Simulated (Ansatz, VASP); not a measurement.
## One calculation of ZnO, two programs

```xyz
2
Lattice="2.4955 0.0000 0.0000 0.0000 2.4955 0.0000 0.0000 0.0000 2.4955" Properties=species:S:1:pos:R:3 pbc="T T T"
Zn    0.0000    0.0000    0.0000
O     1.2477    1.2477    1.2477
```

Change from the starting cell: volume scaled by 0.8, LAPW.

Alike in both runs: task single point; functional PBE; k mesh 15 × 15 × 15; occupations fermi-dirac, width 0.05 eV; no spin polarisation.

```csv
,VASP,Ansatz
version,VASP 6.6.1,Ansatz 0.2.0
potentials or method,"VASP PAW PBE potentials, release 64 (Zn, O), cutoff 520 eV","all-electron LAPW, scalar-relativistic"
```

|  | VASP | Ansatz | Ansatz less VASP |
| --- | --- | --- | --- |
| pressure (GPa) | 61.3 | 59.0 | -2.39 |

Both programs put the cell under a high pressure, so it lies far from rest at this level. Ansatz ran all-electron here, and VASP with PAW potentials.

Noted on VASP's run: the cell as given lies far from equilibrium.
